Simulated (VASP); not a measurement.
Input of a VASP 6.6.1 run:

Contents of INCAR:

```
SYSTEM = HfMg3
PREC = Accurate
ENCUT = 520
EDIFF = 1E-6
ISMEAR = 0
SIGMA = 0.05
LREAL = .False.
LASPH = .True.
NELM = 100
ALGO = Normal
ISIF = 2
LWAVE = .False.
LCHARG = .False.
GGA = PE
NBANDS = 16
```

The input KPOINTS:

```
regular mesh
0
Gamma
  8 8 8
  0 0 0
```

The input POSCAR:

```
HfMg3
1.0
    4.4351854621      0.0000000000      0.0000000000
    0.0000000000      4.4351854621      0.0000000000
    0.0000000000      0.0000000000      4.4351854621
Hf Mg
1 3
Direct
    0.0000000000      0.0000000000      0.0000000000
    0.0000000000      0.5000000000      0.5000000000
    0.5000000000      0.5000000000      0.0180375772
    0.5000000000      0.0000000000      0.5000000000
```

Potentials or basis: VASP PAW PBE potentials, release 64 (Hf_pv, Mg).

Launch:

```bash
$ cat potpaw_PBE.64/Hf_pv/POTCAR potpaw_PBE.64/Mg/POTCAR > POTCAR
$ mpirun -np 1 vasp_std > vasp.out
```

**Question.** What does it give for the largest force?

**Answer.** 0.298 eV/Å.

**Question.** Predict the band gap on the k mesh.

**Answer.** Zero (band 8 reaches 3.67 eV, above the bottom of band 9 at 2.24 eV).

Forces on the atoms (eV/Å):
```
Hf   0.000  0.000  0.073
Mg   0.000  0.000  0.113
Mg   0.000  0.000 -0.298
Mg   0.000  0.000  0.113
```

Caveat: the cell differs from its parent crystal (atom 3 (Mg) moved 0.08 Å along z); spin-orbit coupling is left out, which moves the levels of the heavy elements.
